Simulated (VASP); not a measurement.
Bi: single point with LDA

The system is Bi.

```
Bi
1.0
    -1.64808    1.64808    1.64808
     1.64808   -1.64808    1.64808
     1.64808    1.64808   -1.64808
Bi
1
Direct
  0.00000 0.00000 0.00000
```

This isn't the form of Bi at room conditions, which is rhombohedral.

```json
{
  "Program": "VASP 6.6.1",
  "Task": "single point",
  "Functional": "LDA",
  "Potentials or basis": "VASP PAW LDA potentials, release 64 (Bi_d)",
  "Cutoff": "520 eV",
  "k mesh": "20 × 20 × 20",
  "Occupations": "gaussian, width 0.05 eV",
  "Spin": "no spin polarisation",
  "Dipole correction": "no",
  "Further INCAR settings": "ALGO = Fast; EDIFF = 1e-06; NBANDS = 14"
}
```

- Pressure: 101.0 GPa
- Band gap on the k mesh: zero (an odd number of electrons rules out a gap without spin polarisation)

Levels at points of the mesh, in eV from the Fermi level:
```csv
k point,band 6,band 7,band 8,band 9,band 10,band 11
"(0.00, 0.00, 0.00)",-19.20,9.66,9.66,9.66,10.32,10.32
"(0.50, 0.00, 0.00)",-11.67,-9.38,2.60,4.04,8.94,9.66
"(0.50, 0.50, 0.50)",-5.89,-3.62,-3.62,-3.62,3.26,3.26
```

Run time: 21 s on 1 thread of Intel(R) Xeon(R) 6975P-C (Granite Rapids), with other jobs on the host, peak memory 0.17 GiB.

Caveat: the cell stands under pressure; spin-orbit coupling is left out, which moves the levels of the heavy elements.
